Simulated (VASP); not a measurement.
# Si5OH12 in VASP: single point with PBE

Aim: the single point of Si5OH12 with PBE.

All numbers are computed with VASP 6.6.1; they aren't measurements. Logs are shortened: lines on timing, memory, paths and dates and some standing lists are left out, and cuts for length are marked.

## 1. The cell of the first run

The cell holds a molecule in a box, 18 atoms: a = 15.000 Å, b = 15.000 Å, c = 15.000 Å, α = 90.00°, β = 90.00°, γ = 90.00°.

## 2. Single point, PBE

Contents of INCAR:

```
SYSTEM = Si5H12O
PREC = Accurate
ENCUT = 520
EDIFF = 1E-6
ISMEAR = 0
SIGMA = 0.02
LREAL = Auto
LASPH = .TRUE.
NELM = 100
ALGO = Normal
ISIF = 2
LWAVE = .FALSE.
LCHARG = .FALSE.
GGA = PE
NBANDS = 34
```

Contents of KPOINTS:

```
Automatic mesh
0
G
  1 1 1
  0 0 0
```

Contents of POSCAR:

```
Si5H12O
1.0
   15.0000000000      0.0000000000      0.0000000000
    0.0000000000     15.0000000000      0.0000000000
    0.0000000000      0.0000000000     15.0000000000
Si O H
5 1 12
Direct
    0.4872785432      0.5165313832      0.5001942835
    0.4044088062      0.4231667879      0.4041036183
    0.4658489728      0.4676659552      0.6484191119
    0.4344096295      0.6638332637      0.4866533151
    0.6828762999      0.4507757422      0.4629683823
    0.5951663575      0.5165900501      0.4730512277
    0.3080649551      0.4288004013      0.4294208263
    0.4140663747      0.4514680225      0.3089356852
    0.4334667491      0.3280064150      0.4116984675
    0.5156694758      0.5250863954      0.7130098795
    0.4960573288      0.3733237587      0.6604428603
    0.3685331822      0.4725652434      0.6698717090
    0.3375528940      0.6653553257      0.5107290436
    0.4834547907      0.7253131108      0.5479993155
    0.4445260012      0.6971126487      0.3931724932
    0.7040559652      0.4079096778      0.5504234088
    0.6650727646      0.3797098507      0.3953887682
    0.7594909196      0.5067859575      0.4335175942
```

Potentials or basis: VASP PAW PBE potentials, release 64 (Si, O, H).

On the command line:

```bash
$ cat potpaw_PBE.64/Si/POTCAR potpaw_PBE.64/O/POTCAR potpaw_PBE.64/H/POTCAR > POTCAR
$ mpirun -np 1 vasp_gam > vasp.out
```

OUTCAR:

```text
SYSTEM = Si5H12O
   PREC = Accurate
   ENCUT = 520
   EDIFF = 1E-6
   ISMEAR = 0
   LREAL = Auto
   LASPH = .TRUE.
   NELM = 100
   ISIF = 2
   GGA = PE

 ion  position               nearest neighbor table
   1  0.487  0.517  0.500-   6 1.67   4 2.36   3 2.36   2 2.36   5 3.15
   2  0.404  0.423  0.404-   8 1.50   7 1.50   9 1.50   1 2.36
   3  0.466  0.468  0.648-  10 1.50  12 1.50  11 1.50   1 2.36
   4  0.434  0.664  0.487-  15 1.50  14 1.50  13 1.50   1 2.36
   5  0.683  0.451  0.463-  18 1.49  17 1.50  16 1.50   6 1.65   1 3.15
   6  0.595  0.517  0.473-   5 1.65   1 1.67
   7  0.308  0.429  0.429-   2 1.50
   8  0.414  0.451  0.309-   2 1.50
   9  0.433  0.328  0.412-   2 1.50
  10  0.516  0.525  0.713-   3 1.50
  11  0.496  0.373  0.660-   3 1.50
  12  0.369  0.473  0.670-   3 1.50
  13  0.338  0.665  0.511-   4 1.50
  14  0.483  0.725  0.548-   4 1.50
  15  0.445  0.697  0.393-   4 1.50
  16  0.704  0.408  0.550-   5 1.50
  17  0.665  0.380  0.395-   5 1.50
  18  0.759  0.507  0.434-   5 1.49

  LATTYP: Found a simple cubic cell.
 ALAT       =    15.0000000000

  Lattice vectors:

 A1 = (  15.0000000000,   0.0000000000,   0.0000000000)
 A2 = (   0.0000000000,  15.0000000000,   0.0000000000)
 A3 = (   0.0000000000,   0.0000000000,  15.0000000000)

Analysis of symmetry for initial positions (statically):
=====================================================================
 Subroutine PRICEL returns:
 Original cell was already a primitive cell.

 Routine SETGRP: Setting up the symmetry group for a
 simple cubic supercell.

 Subroutine GETGRP returns: Found  1 space group operations
 (whereof  1 operations were pure point group operations)
 out of a pool of 48 trial point group operations.

The static configuration has the point symmetry C_1 .

Analysis of symmetry for dynamics (positions and initial velocities):
=====================================================================
 Subroutine PRICEL returns:
 Original cell was already a primitive cell.

 Routine SETGRP: Setting up the symmetry group for a
 simple cubic supercell.

 Subroutine GETGRP returns: Found  1 space group operations
 (whereof  1 operations were pure point group operations)
 out of a pool of 48 trial point group operations.

The dynamic configuration has the point symmetry C_1 .

 Subroutine INISYM returns: Found  1 space group operations
[... 109 lines left out ...]
   IBRION =     -1    ionic relax: 0-MD 1-quasi-New 2-CG
   NFREE  =      0    steps in history (QN), initial steepest desc. (CG)
   ISIF   =      2    stress and relaxation
   ISYM   =      2    0-nonsym 1-usesym 2-fastsym
   POTIM  = 0.5000    time-step for ionic-motion
   TEBEG  =    0.0;   TEEND  =   0.0 temperature during run
   PSTRESS=    0.0 pullay stress
   NELECT =      38.0000    total number of electrons
   NUPDOWN=      -1.0000    fix difference up-down
   EMIN   =  10.00;   EMAX   =-10.00  energy-range for DOS
   EFERMI =   0.00;   METHOD = LEGACY
   ISMEAR =     0;   SIGMA  =   0.02  broadening in eV -4-tet -1-fermi 0-gaus
   EFERMI_NEDOS =   21; number of points for ismear=-14 and -15
   IALGO  =     38    algorithm
   IMIX   =      4    mixing-type and parameters
     AMIX     =   0.40;   BMIX     =  1.00
     AMIX_MAG =   1.60;   BMIX_MAG =  1.00
  volume/ion in A,a.u.               =     187.50      1265.31
  Fermi-wavevector in a.u.,A,eV,Ry     =   0.366926  0.693389  1.831813  0.134634
  Thomas-Fermi vector in A             =   1.291644
   LORBIT       =      0    0 simple, 1 ext, 2 COOP (PROOUT), +10 PAW based schemes
   GGA     = PE    functional components
   LHFCALC =     F    Hartree Fock is set to
   AEXX    =    0.0000 exact exchange contribution
   IVDW    =     0    specifies the selected vdW correction
   LEPSILON=     F    determine dielectric tensor
   LRPA    =     F    only Hartree local field effects (RPA)
 non-spin polarized calculation
 Gauss-broadening in eV      SIGMA  =   0.02
  energy-cutoff  :      520.00
  volume of cell :     3375.00
 maximum number of plane-waves:     45440
 NGX is ok and might be reduce to   112
   NGX = 55   NGY = 55   NGZ = 55

 number of electron      37.9999997 magnetization

 Free energy of the ion-electron system (eV)
  ---------------------------------------------------
  ext. energy  EPLUGINS =         0.00000000
  ---------------------------------------------------
  free energy    TOTEN  =       -75.81603161 eV

  energy without entropy =      -75.81603161  energy(sigma->0) =      -75.81603161

 E-fermi :  -5.9453     XC(G=0):  -0.9225

 val. band max:       -6.1103765891   @ k =   0.0000   0.0000   0.0000
 cond. band min:      -1.6531134063   @ k =   0.0000   0.0000   0.0000
 fundamental gap:      4.4572631828
 Fermi energy:        -5.9452894156

 k-point     1 :       0.0000    0.0000    0.0000
  band No.  band energies     occupation
      1     -24.4773      2.00000
      2     -14.5254      2.00000
      3     -13.2934      2.00000
      4     -12.8730      2.00000
      5     -12.8509      2.00000
      6     -11.2469      2.00000
[... 23 lines left out ...]
     30       0.4422      0.00000
     31       0.4924      0.00000
 [bands above 31 left out]

------------------------ aborting loop because EDIFF is reached ----------------------------------------

  FORCE on cell =-STRESS in cart. coord.  units (eV):
  Direction    XX          YY          ZZ          XY          YZ          ZX
  --------------------------------------------------------------------------------------
  -------------------------------------------------------------------------------------
  Total       -0.1964536     -0.2752716     -0.3231918     -0.0603931      0.0044155     -0.0223262
  in kB       -0.0932603     -0.1306767     -0.1534253     -0.0286698      0.0020961     -0.0105987
  external PRESSURE =      -0.1257875 kB  Pullay stress =       0.0000000 kB

 VOLUME and BASIS-vectors are now :
 -----------------------------------------------------------------------------
  energy-cutoff  :      520.00
  volume of cell :     3375.00
      direct lattice vectors                 reciprocal lattice vectors
    15.000000000  0.000000000  0.000000000     0.066666667  0.000000000  0.000000000
     0.000000000 15.000000000  0.000000000     0.000000000  0.066666667  0.000000000
     0.000000000  0.000000000 15.000000000     0.000000000  0.000000000  0.066666667

 POSITION                                       TOTAL-FORCE (eV/Angst)
 -----------------------------------------------------------------------------------
      7.30918      7.74797      7.50291        -0.048600      0.019173      0.009107
      6.06613      6.34750      6.06155        -0.003320     -0.009797     -0.002018
      6.98773      7.01499      9.72629        -0.000159     -0.006824      0.007263
      6.51614      9.95750      7.29980        -0.017064      0.010532      0.001097
     10.24314      6.76164      6.94453         0.045613     -0.000041     -0.013089
      8.92750      7.74885      7.09577         0.009447     -0.008327     -0.001144
[... 10 lines left out ...]
      9.97609      5.69565      5.93083         0.006160      0.007511      0.014062
     11.39236      7.60179      6.50276        -0.020070     -0.018210      0.008601
 -----------------------------------------------------------------------------------
    total drift:                                0.001903     -0.000195     -0.001744

  FREE ENERGIE OF THE ION-ELECTRON SYSTEM (eV)
  ---------------------------------------------------
  free  energy   TOTEN  =       -75.8160316067 eV

  energy  without entropy=      -75.8160316067  energy(sigma->0) =      -75.81603161
```

OSZICAR:

```text
N       E                     dE             d eps       ncg     rms          rms(c)
DAV:   1     0.328147862825E+03    0.32815E+03   -0.83097E+03    68   0.658E+02
DAV:   2     0.287027459950E+02   -0.29945E+03   -0.28993E+03   120   0.119E+02
DAV:   3    -0.766261854184E+02   -0.10533E+03   -0.10501E+03   112   0.872E+01
[... 20 lines left out ...]
DAV:  24    -0.758160229093E+02   -0.10591E-04   -0.11464E-06    60   0.498E-03    0.490E-04
DAV:  25    -0.758160273493E+02   -0.44400E-05   -0.20261E-07    64   0.185E-03    0.563E-04
DAV:  26    -0.758160297215E+02   -0.23722E-05   -0.75228E-08    64   0.789E-04    0.415E-04
DAV:  27    -0.758160309661E+02   -0.12446E-05   -0.50039E-08    64   0.104E-03    0.206E-04
DAV:  28    -0.758160316067E+02   -0.64055E-06   -0.61898E-09    80   0.452E-04
   1 F= -.75816032E+02 E0= -.75816032E+02  d E =-.289764E-31
```

stdout:

```text
POSCAR found type information on POSCAR SiO H
 POSCAR found :  3 types and      18 ions
 scaLAPACK will be used
 LDA part: xc-table for (Slater+PW92), standard interpolation
 POSCAR, INCAR and KPOINTS ok, starting setup
 FFT: planning ... GRIDC
 FFT: planning ... GRID_SOFT
 FFT: planning ... GRID
 WAVECAR not read
 entering main loop
```

Run time: 2.9 min. Hardware: 1 thread of AMD EPYC 9R45 (Zen 5), shared host; peak memory 2.1 GiB.

What came out:

```
Free energy                     : -75.8160 eV
Largest force                   : 0.053 eV/Å
Gap between the frontier levels : 4.46 eV
```

Forces in eV/Å, atoms in the order of the input:
```
Si  -0.049  0.019  0.009
Si  -0.003 -0.010 -0.002
Si   0.000 -0.007  0.007
Si  -0.017  0.011  0.001
Si   0.046  0.000 -0.013
O    0.009 -0.008 -0.001
H    0.013  0.001 -0.001
H    0.000 -0.001  0.014
H   -0.002  0.013  0.001
H   -0.007 -0.005 -0.011
H   -0.003  0.012 -0.004
H    0.012  0.000 -0.005
H    0.023 -0.001 -0.006
H   -0.006 -0.010 -0.011
H    0.000 -0.005  0.016
H   -0.002  0.002 -0.017
H    0.006  0.008  0.014
H   -0.020 -0.018  0.009
```
